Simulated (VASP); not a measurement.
CaSe:

```
Ca Se
1.0
     4.13168    0.00000    0.00000
    -2.06584    3.57814    0.00000
     0.00000    0.00000    7.16250
Ca Se
2 2
Direct
  0.00000 0.00000 0.00000
  0.00000 0.00000 0.50000
  0.33333 0.66667 0.25000
  0.66667 0.33333 0.75000
```

Base run:

- Program: VASP 6.6.1
- Functional: r2SCAN
- Potentials or basis: VASP PAW PBE potentials, release 64 (Ca_sv, Se)
- Cutoff: 520 eV
- k mesh: 6 × 6 × 4
- Occupations: gaussian, width 0.01 eV
- Spin: no spin polarisation

Its results: band gap on the k mesh 2.69 eV, indirect (least direct gap 2.93 eV); pressure 0.2 GPa.

Task: The run is repeated on the same cell with these changes: functional from r2SCAN to PBE. What comes out?

Result: Band gap on the k mesh 2.19 eV, indirect (least direct gap 2.43 eV); pressure 0.8 GPa.

r2SCAN gives the wider gap, since meta-GGAs in the generalised Kohn-Sham scheme recover part of the derivative discontinuity.

Caveats: the PAW data sets were made with another functional, which shifts forces and pressure a little (some runs).

A k mesh can miss the band edges.
